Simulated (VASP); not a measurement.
Runs of VASP 6.6.1 on Sn2F. The structure is that of space group Pn-3m (No. 224), or close to it. The cells are those of the table. 

| task | cell | k mesh | cutoff (eV) | gap on the mesh (eV) | pressure (GPa) |
| --- | --- | --- | --- | --- | --- |
| single point | a = 5.195 Å, 6 atoms | 4 × 4 × 4 | 520 | none | 7.3 |
| single point | a = 5.421 Å, 6 atoms | 4 × 4 × 4 | 520 | none | 0.3 |
| relaxation of cell and atoms | relaxed from a = 5.195 Å, 6 atoms | 4 × 4 × 4 | 600 | none | 0.1 |
| single point | a = 5.435 Å, 6 atoms | 8 × 8 × 8 | 520 | none | (a) |

Alike in all rows: level PBE; potentials or basis VASP PAW PBE potentials, release 64 (Sn_d, F); no spin polarisation; smearing gaussian 0.1 eV.

Q: Fill in the values left out.

A: (a) 0.0.

Caveats: spin-orbit coupling is left out, which moves the levels of the heavy elements; the cell stands under pressure (at least some runs).

A k mesh can miss the band edges, and the runs leave out spin-orbit coupling on Sn.

A gap of «none» marks levels without a gap at the run's occupations.
